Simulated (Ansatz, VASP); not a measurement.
One calculation of TiC, two programs

The input POSCAR:

```
TiC
1.0
    0.0000000000      2.1853324122      2.1853324122
    2.1853324122      0.0000000000      2.1853324122
    2.1853324122      2.1853324122      0.0000000000
Ti C
1 1
Direct
    0.0000000000      0.0000000000      0.0000000000
    0.5000000000      0.5000000000      0.5000000000
```

File INCAR.step1:

```
  PREC = Accurate
  ENCUT = 520
  ISMEAR = 0
  SIGMA = 0.1
  LREAL = False
  LASPH = True
  NELM = 100
  NBANDS = 15
  GGA = PE
  ALGO = Normal
  EDIFF = 1E-4
  LWAVE = True
  LCHARG = False
```

Contents of INCAR.step2:

```
  PREC = Accurate
  ENCUT = 520
  EDIFF = 1E-6
  ISMEAR = 0
  SIGMA = 0.1
  LREAL = False
  LASPH = True
  NELM = 100
  ALGO = Normal
  ISIF = 2
  LWAVE = False
  LCHARG = False
  METAGGA = R2SCAN
  LMIXTAU = True
  NBANDS = 15
  ISTART = 1
```

Contents of KPOINTS:

```
regular mesh
0
Gamma
  16 16 16
```

Input for Ansatz:

```yaml
crystal:
  lattice:
    - [0.0, 2.1853324122, 2.1853324122]
    - [2.1853324122, 0.0, 2.1853324122]
    - [2.1853324122, 2.1853324122, 0.0]
  atoms:
    - { symbol: Ti, position: [0.0, 0.0, 0.0] }
    - { symbol: C, position: [0.5, 0.5, 0.5] }
basis:
  ecutwfc: 500
kpoints:
  mp_grid: { grid: [16, 16, 16] }
hamiltonian:
  xc: r2scan
scf:
  occupations: { method: gaussian, width: 0.1 }
output:
  forces: true
  stress: true
  eigenvalues: true
```

Alike in both runs: task single point; functional r2SCAN; k mesh 16 × 16 × 16; occupations gaussian, width 0.1 eV; no spin polarisation.

```csv
,VASP,Ansatz
version,VASP 6.6.1,Ansatz 0.2.0
potentials or method,"VASP PAW PBE potentials, release 64 (Ti_sv, C), cutoff 520 eV","scalar-relativistic, plane waves, PAW"
valence electrons in the cell,16,16
```

```tsv
	VASP	Ansatz	Ansatz less VASP
gap on the k mesh at the Fermi level (eV)	none	none	-
pressure (GPa)	-6.4	-7.3	-0.88
```

VASP's potentials were made for PBE, not for r2SCAN. A gap of «none» marks a metal or a gap that the smearing closes. With one functional, cell and mesh, what is left measures potentials, basis and numerics.
